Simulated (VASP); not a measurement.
# Ir (Fm-3m) in VASP: further runs, part 2 of 2

VASP 6.6.1.

**4. Electric field gradients, PBEsol (volume scaled by 0.99)**

The input, INCAR:

```
  PREC = Accurate
  ENCUT = 520
  EDIFF = 1E-8
  ISMEAR = -1
  SIGMA = 0.05
  LREAL = F
  LASPH = T
  NELM = 80
  ALGO = Normal
  ISIF = 2
  LWAVE = F
  LCHARG = F
  GGA = PS
  LEFG = T
  NBANDS = 10
```

The input, KPOINTS:

```
Automatic mesh
0
Gamma
  18 18 18
```

The input, POSCAR:

```
Ir
1.0
    0.0000000000      1.9132795507      1.9132795507
    1.9132795507      0.0000000000      1.9132795507
    1.9132795507      1.9132795507      0.0000000000
Ir
1
Direct
    0.0000000000      0.0000000000      0.0000000000
```

Potentials or basis: VASP PAW PBE potentials, release 64 (Ir).

On the command line:

```bash
$ cat potpaw_PBE.64/Ir/POTCAR > POTCAR
$ mpirun -np 1 vasp_std > vasp.out
```

OUTCAR:

```text
PREC = Accurate
   ENCUT = 520
   EDIFF = 1E-8
   ISMEAR = -1
   LREAL = F
   LASPH = T
   NELM = 80
   ISIF = 2
   GGA = PS

 ion  position               nearest neighbor table
   1  0.000  0.000  0.000-

  LATTYP: Found a face centered cubic cell.
 ALAT       =     3.8265591014

  Lattice vectors:

 A1 = (   0.0000000000,   1.9132795507,   1.9132795507)
 A2 = (   1.9132795507,   0.0000000000,   1.9132795507)
 A3 = (   1.9132795507,   1.9132795507,   0.0000000000)

Analysis of symmetry for initial positions (statically):
=====================================================================
 Subroutine PRICEL returns:
 Original cell was already a primitive cell.

 Routine SETGRP: Setting up the symmetry group for a
 face centered cubic supercell.

 Subroutine GETGRP returns: Found 48 space group operations
 (whereof 48 operations were pure point group operations)
 out of a pool of 48 trial point group operations.

The static configuration has the point symmetry O_h .

Analysis of symmetry for dynamics (positions and initial velocities):
=====================================================================
 Subroutine PRICEL returns:
 Original cell was already a primitive cell.

 Routine SETGRP: Setting up the symmetry group for a
 face centered cubic supercell.

 Subroutine GETGRP returns: Found 48 space group operations
 (whereof 48 operations were pure point group operations)
 out of a pool of 48 trial point group operations.

The dynamic configuration has the point symmetry O_h .

 Subroutine INISYM returns: Found 48 space group operations
 (whereof 48 operations are pure point group operations),
[... 147 lines left out ...]

 k-point     1 :       0.0000    0.0000    0.0000
  band No.  band energies     occupation
      1      -0.8792      2.00000
      2       6.4567      2.00000
      3       6.4567      2.00000
      4       6.4567      2.00000
      5       9.2157      2.00000
      6       9.2157      2.00000
      7      24.7179      0.00000
      8      30.3512      0.00000
      9      30.3512      0.00000
     10      30.3512      0.00000
[... 287 lines left out ...]
 k-point    24 :      -0.2222    0.0556    0.0000
  band No.  band energies     occupation
      1       1.3589      2.00000
      2       5.7742      2.00000
      3       6.9234      2.00000
      4       7.0175      2.00000
      5       8.9123      2.00000
      6       9.7905      2.00000
      7      24.5925      0.00000
      8      27.4284      0.00000
      9      32.5643      0.00000
     10      33.7885      0.00000

 [... further k-points ...]
[... 5 lines left out ...]
  --------------------------------------------------------------------------------------
  -------------------------------------------------------------------------------------
  Total        0.1904487      0.1904487      0.1904487      0.0000000      0.0000000      0.0000000
  in kB       21.7832849     21.7832849     21.7832849      0.0000000      0.0000000      0.0000000
  external PRESSURE =      21.7832849 kB  Pullay stress =       0.0000000 kB

 VOLUME and BASIS-vectors are now :
 -----------------------------------------------------------------------------
  energy-cutoff  :      520.00
  volume of cell :       14.01
      direct lattice vectors                 reciprocal lattice vectors
     0.000000000  1.913279551  1.913279551    -0.261331388  0.261331388  0.261331388
     1.913279551  0.000000000  1.913279551     0.261331388 -0.261331388  0.261331388
     1.913279551  1.913279551  0.000000000     0.261331388  0.261331388 -0.261331388

 POSITION                                       TOTAL-FORCE (eV/Angst)
 -----------------------------------------------------------------------------------
      0.00000      0.00000      0.00000        -0.000000      0.000000      0.000000
 -----------------------------------------------------------------------------------
    total drift:                                0.000000      0.000000      0.000000

  FREE ENERGIE OF THE ION-ELECTRON SYSTEM (eV)
  ---------------------------------------------------
  free  energy   TOTEN  =        -9.8244388080 eV

  energy  without entropy=       -9.8164013633  energy(sigma->0) =       -9.82042009

 Electric field gradients (V/A^2)
---------------------------------------------------------------------
 ion       V_xx      V_yy      V_zz      V_xy      V_xz      V_yz
---------------------------------------------------------------------
   1      -0.000    -0.000    -0.000     0.000     0.000     0.000
---------------------------------------------------------------------

 Electric field gradients after diagonalization (V/A^2)
 (convention: |V_zz| > |V_xx| > |V_yy|)
----------------------------------------------------------------------
 ion       V_xx      V_yy      V_zz     asymmetry (V_yy - V_xx)/ V_zz
----------------------------------------------------------------------
   1      -0.000    -0.000     0.000       0.000
----------------------------------------------------------------------

           NMR quadrupolar parameters

 Cq : quadrupolar parameter    Cq=e*Q*V_zz/h
 eta: asymmetry parameters     (V_yy - V_xx)/ V_zz
 Q  : nuclear electric quadrupole moment in mb (millibarn)
----------------------------------------------------------------------
 ion       Cq(MHz)       eta       Q (mb)
----------------------------------------------------------------------
   1       0.000       0.000       1.000
----------------------------------------------------------------------
```

stdout:

```text
POSCAR found type information on POSCAR Ir
 POSCAR found :  1 types and       1 ions
 scaLAPACK will be used
 -----------------------------------------------------------------------------
|                                                                             |
|                                                                             |
|     You enforced a specific xc type in the INCAR file but a different       |
|     I HOPE YOU KNOW WHAT YOU ARE DOING!                                     |
|                                                                             |
 -----------------------------------------------------------------------------

 LDA part: xc-table for (Slater+PW92), standard interpolation
 POSCAR, INCAR and KPOINTS ok, starting setup
 FFT: planning ... GRIDC
 FFT: planning ... GRID_SOFT
 FFT: planning ... GRID
 WAVECAR not read
 entering main loop
ion   1
```

It took 19 s on 1 thread of Intel Xeon 6975P-C, shared host; peak memory 0.15 GiB.

What came out:

| Quantity | Value |
| --- | --- |
| Free energy | -9.8244 eV |
| Pressure | 2.2 GPa |

Levels at points of the mesh, in eV from the Fermi level:
```csv
k point,band 2,band 3,band 4,band 5,band 6,band 7
"(0.00, 0.00, 0.00)",-4.00,-4.00,-4.00,-1.24,-1.24,14.26
"(0.50, 0.00, 0.00)",-4.10,-4.10,-0.88,0.89,0.89,7.29
"(0.50, 0.50, 0.00)",-7.51,0.87,1.47,1.47,1.61,10.57
```

Caveat: without QUAD_EFG the Cq values of the log hold for a quadrupole moment of 1 mb, not for the nuclei; the PAW data sets were made with another functional, which shifts forces and pressure a little; spin-orbit coupling is left out, which moves the levels of the heavy elements.

**5. Electric field gradients, PBEsol (volume scaled by 1.02)**

The input, INCAR:

```
PREC = Accurate
ENCUT = 520
EDIFF = 1E-8
ISMEAR = -1
SIGMA = 0.05
LREAL = F
LASPH = T
NELM = 80
ALGO = Normal
ISIF = 2
LWAVE = F
LCHARG = F
GGA = PS
LEFG = T
NBANDS = 10
```

KPOINTS is that of step 4.

The input, POSCAR:

```
Ir
1.0
    0.0000000000      1.9324136155      1.9324136155
    1.9324136155      0.0000000000      1.9324136155
    1.9324136155      1.9324136155      0.0000000000
Ir
1
Direct
    0.0000000000      0.0000000000      0.0000000000
```

Potentials or basis: VASP PAW PBE potentials, release 64 (Ir).

On the command line:

```bash
$ cat potpaw_PBE.64/Ir/POTCAR > POTCAR
$ mpirun -np 1 vasp_std > vasp.out
```

OUTCAR:

```text
PREC = Accurate
   ENCUT = 520
   EDIFF = 1E-8
   ISMEAR = -1
   LREAL = F
   LASPH = T
   NELM = 80
   ISIF = 2
   GGA = PS

 ion  position               nearest neighbor table
   1  0.000  0.000  0.000-

  LATTYP: Found a face centered cubic cell.
 ALAT       =     3.8648272310

  Lattice vectors:

 A1 = (   0.0000000000,   1.9324136155,   1.9324136155)
 A2 = (   1.9324136155,   0.0000000000,   1.9324136155)
 A3 = (   1.9324136155,   1.9324136155,   0.0000000000)

Analysis of symmetry for initial positions (statically):
=====================================================================
 Subroutine PRICEL returns:
 Original cell was already a primitive cell.

 Routine SETGRP: Setting up the symmetry group for a
 face centered cubic supercell.

 Subroutine GETGRP returns: Found 48 space group operations
[... 491 lines left out ...]
  external PRESSURE =     -89.0623510 kB  Pullay stress =       0.0000000 kB

 VOLUME and BASIS-vectors are now :
 -----------------------------------------------------------------------------
  energy-cutoff  :      520.00
  volume of cell :       14.43
      direct lattice vectors                 reciprocal lattice vectors
     0.000000000  1.932413616  1.932413616    -0.258743778  0.258743778  0.258743778
     1.932413616  0.000000000  1.932413616     0.258743778 -0.258743778  0.258743778
     1.932413616  1.932413616  0.000000000     0.258743778  0.258743778 -0.258743778

 POSITION                                       TOTAL-FORCE (eV/Angst)
 -----------------------------------------------------------------------------------
      0.00000      0.00000      0.00000         0.000000      0.000000      0.000000
 -----------------------------------------------------------------------------------
    total drift:                                0.000000     -0.000000     -0.000000

  FREE ENERGIE OF THE ION-ELECTRON SYSTEM (eV)
  ---------------------------------------------------
  free  energy   TOTEN  =        -9.8152563564 eV

  energy  without entropy=       -9.8068002372  energy(sigma->0) =       -9.81102830

 Electric field gradients (V/A^2)
---------------------------------------------------------------------
 ion       V_xx      V_yy      V_zz      V_xy      V_xz      V_yz
---------------------------------------------------------------------
   1       0.000     0.000     0.000     0.000     0.000     0.000
---------------------------------------------------------------------

 Electric field gradients after diagonalization (V/A^2)
 (convention: |V_zz| > |V_xx| > |V_yy|)
----------------------------------------------------------------------
 ion       V_xx      V_yy      V_zz     asymmetry (V_yy - V_xx)/ V_zz
----------------------------------------------------------------------
   1      -0.000    -0.000     0.000       0.000
----------------------------------------------------------------------

           NMR quadrupolar parameters

 Cq : quadrupolar parameter    Cq=e*Q*V_zz/h
 eta: asymmetry parameters     (V_yy - V_xx)/ V_zz
 Q  : nuclear electric quadrupole moment in mb (millibarn)
----------------------------------------------------------------------
 ion       Cq(MHz)       eta       Q (mb)
----------------------------------------------------------------------
   1       0.000       0.000       1.000
----------------------------------------------------------------------
```

OSZICAR:

```text
N       E                     dE             d eps       ncg     rms          rms(c)
DAV:   1     0.454122704659E+02    0.45412E+02   -0.43106E+03  3956   0.811E+02
DAV:   2    -0.957281852679E+01   -0.54985E+02   -0.52138E+02  4010   0.193E+02
DAV:   3    -0.104524106800E+02   -0.87959E+00   -0.87353E+00  4602   0.296E+01
DAV:   4    -0.104603494766E+02   -0.79388E-02   -0.79370E-02  4400   0.262E+00
DAV:   5    -0.104605055226E+02   -0.15605E-03   -0.15604E-03  4530   0.353E-01    0.150E+01
DAV:   6    -0.991329471694E+01    0.54721E+00   -0.10140E+00  4368   0.121E+01    0.576E+00
DAV:   7    -0.982221949079E+01    0.91075E-01   -0.27800E-01  4650   0.576E+00    0.147E+00
DAV:   8    -0.981958520121E+01    0.26343E-02   -0.19771E-03  4168   0.443E-01    0.114E+00
DAV:   9    -0.981525836599E+01    0.43268E-02   -0.21634E-03  4296   0.666E-01    0.230E-02
DAV:  10    -0.981525450308E+01    0.38629E-05   -0.11614E-05  5542   0.336E-02    0.149E-02
DAV:  11    -0.981525631759E+01   -0.18145E-05   -0.10098E-06  4260   0.626E-03    0.125E-03
DAV:  12    -0.981525635677E+01   -0.39182E-07   -0.21613E-08  5146   0.154E-03    0.857E-04
DAV:  13    -0.981525635645E+01    0.32730E-09   -0.14129E-09  2258   0.355E-04
   1 F= -.98152564E+01 E0= -.98110283E+01  d E =-.845612E-02
```

stdout:

```text
POSCAR found type information on POSCAR Ir
 POSCAR found :  1 types and       1 ions
 scaLAPACK will be used
 -----------------------------------------------------------------------------
|                                                                             |
|                                                                             |
|     You enforced a specific xc type in the INCAR file but a different       |
|     I HOPE YOU KNOW WHAT YOU ARE DOING!                                     |
|                                                                             |
 -----------------------------------------------------------------------------

 LDA part: xc-table for (Slater+PW92), standard interpolation
 POSCAR, INCAR and KPOINTS ok, starting setup
 FFT: planning ... GRIDC
 FFT: planning ... GRID_SOFT
 FFT: planning ... GRID
 WAVECAR not read
 entering main loop
ion   1
```

Run time: 22 s. Hardware: 1 thread of Intel Xeon 6975P-C, shared host; peak memory 0.15 GiB.

Results:

- Free energy: -9.8153 eV
- Pressure: -8.9 GPa

Levels at points of the mesh, in eV from the Fermi level:
```csv
k point,band 2,band 3,band 4,band 5,band 6,band 7
"(0.00, 0.00, 0.00)",-3.81,-3.81,-3.81,-1.18,-1.18,14.33
"(0.50, 0.00, 0.00)",-3.91,-3.91,-0.80,0.84,0.84,6.99
"(0.50, 0.50, 0.00)",-7.18,0.82,1.39,1.39,1.62,10.16
```

Caveat: without QUAD_EFG the Cq values of the log hold for a quadrupole moment of 1 mb, not for the nuclei; the PAW data sets were made with another functional, which shifts forces and pressure a little; spin-orbit coupling is left out, which moves the levels of the heavy elements.

**6. Overview**

| cell | gap on the mesh (eV) | pressure (GPa) |
| --- | --- | --- |
| a = 2.715 Å, angles 60.0°, 1 atom | none | -1.7 |
| a = 2.724 Å, angles 60.0°, 1 atom | none | -5.4 |
| a = 2.706 Å, angles 60.0°, 1 atom | none | 2.2 |
| a = 2.733 Å, angles 60.0°, 1 atom | none | -8.9 |

Alike in all rows: task electric field gradients; level PBEsol; potentials or basis VASP PAW PBE potentials, release 64 (Ir); no spin polarisation; k mesh 18 × 18 × 18; cutoff (eV) 520; smearing fermi-dirac 0.05 eV.

Caveats: the PAW data sets were made with another functional, which shifts forces and pressure a little; spin-orbit coupling is left out, which moves the levels of the heavy elements.

Absolute energies hang on the potentials; compare differences alone.
